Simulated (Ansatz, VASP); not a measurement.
## AgCl: VASP beside Ansatz

File POSCAR:

```
AgCl
1.0
    0.0000000000      2.7176870000      2.7176870000
    2.7731500000     -0.0554630000      2.7731500000
    2.7731500000      2.7731500000     -0.0554630000
Ag Cl
1 1
Direct
    0.5000000000      0.5000000000      0.5000000000
    0.0000000000      0.0000000000      0.0000000000
```

File INCAR.step1:

```
ALGO = Normal
EDIFF = 1E-5
ENCUT = 550
GGA = PE
GGA_COMPAT = False
ISMEAR = 0
LASPH = True
LCHARG = False
LREAL = False
LWAVE = True
NBANDS = 16
NELM = 120
PREC = Accurate
SIGMA = 0.05
```

INCAR.step2

```
ALGO = Normal
EDIFF = 1E-6
ENCUT = 550
GGA_COMPAT = False
ISIF = 2
ISMEAR = 0
ISTART = 1
LASPH = True
LCHARG = False
LMIXTAU = True
LREAL = False
LWAVE = False
METAGGA = R2SCAN
NBANDS = 16
NELM = 120
PREC = Accurate
SIGMA = 0.05
```

The input KPOINTS:

```
k-points
0
Gamma
  8 8 8
```

Input for Ansatz:

```yaml
crystal:
  lattice:
    - [0.0, 2.717687, 2.717687]
    - [2.77315, -0.055463, 2.77315]
    - [2.77315, 2.77315, -0.055463]
  atoms:
    - { symbol: Ag, position: [0.5, 0.5, 0.5] }
    - { symbol: Cl, position: [0.0, 0.0, 0.0] }
basis:
  ecutwfc: 500
kpoints:
  mp_grid: { grid: [8, 8, 8] }
hamiltonian:
  xc: r2scan
scf:
  occupations: { method: gaussian, width: 0.05 }
output:
  forces: true
  stress: true
  eigenvalues: true
```

Change from the starting cell: strain -0.0400 x Voigt [0, 0, 0, 1, 0, 0], atoms carried along.

Alike in both runs: task single point; functional r2SCAN; k mesh 8 × 8 × 8; occupations gaussian, width 0.05 eV; no spin polarisation.

|  | VASP | Ansatz |
| --- | --- | --- |
| version | VASP 6.6.1 | Ansatz 0.2.0 |
| potentials or method | VASP PAW PBE potentials, release 64 (Ag, Cl), cutoff 550 eV | scalar-relativistic, plane waves, PAW |
| valence electrons in the cell | 18 | 26 |

Ansatz gave:

```
gap on the k mesh at the Fermi level (eV)                     : 1.44
least direct gap on the mesh (eV)                             : 3.71
pressure (GPa)                                                : 0.0
traceless stress, the component that is largest in VASP (GPa) : 0.23
```

**Question.** Which values does VASP return?

**Answer.** gap on the k mesh at the Fermi level (eV): 1.38; least direct gap on the mesh (eV): 3.67; pressure (GPa): -0.1; traceless stress, the component that is largest in VASP (GPa): 0.22.

VASP's potentials were made for PBE, not for r2SCAN. The functional is the same, so the differences come from potentials, cutoffs and numerics. VASP's potentials hold 18 valence electrons a cell and Ansatz's 26, so a difference there can come from the potentials and not from the codes.
